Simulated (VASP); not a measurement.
Set up this calculation in VASP 6.6.1, as the native input.

```yaml
Task: single point
Functional: PBE
Dispersion: D3(BJ)
Potentials_or_basis: VASP PAW PBE potentials, release 64 (N)
Cutoff: 520 eV
k_mesh: 9 × 9 × 4
Occupations: gaussian, width 0.02 eV
Spin: no spin polarisation
Dipole_correction: no
Further_INCAR_settings: ALGO = Normal; EDIFF = 1e-07; NBANDS = 18
```

The structure of N lies in POSCAR:

```
N
1.0
    3.8218892929      0.0000000000      0.0000000000
   -1.9109446464      3.3098532181      0.0000000000
    0.0000000000      0.0000000000      7.4228208320
N
4
Direct
    0.3333333333      0.6666666667      0.3242381484
    0.3333333333      0.6666666667      0.1757618516
    0.6666666667      0.3333333333      0.8242381484
    0.6666666667      0.3333333333      0.6757618516
```

One way to write it, as run:

INCAR

```
PREC = Accurate
ENCUT = 520
EDIFF = 1E-7
ISMEAR = 0
SIGMA = 0.02
LREAL = F
LASPH = T
NELM = 100
ALGO = Normal
ISIF = 2
LWAVE = F
LCHARG = T
GGA = PE
IVDW = 12
LELF = T
LVHAR = T
NBANDS = 18
```

KPOINTS

```
Automatic mesh
0
Gamma
  9 9 4
```

Potentials or basis: VASP PAW PBE potentials, release 64 (N).

Command:

```console
$ cat potpaw_PBE.64/N/POTCAR > POTCAR
$ mpirun -np 1 vasp_std > vasp.out
```

It gave:

```yaml
Pressure: 2.0 GPa
Largest_force: 1.745 eV/Å
Band_gap_on_the_k_mesh: 7.09 eV, indirect (least direct gap 7.20 eV)
Dispersion_energy_per_atom: -0.051 eV
```

Caveat: the standard files for N, O and F lose accuracy on very short bonds; forces of over 1 eV/Å act on the atoms, so gaps and moduli don't describe the material at rest.

Wall time 41 s on 1 thread of AMD EPYC 7R43 64-Core Processor (Zen 3), with other jobs on the host, peak memory 0.18 GiB.
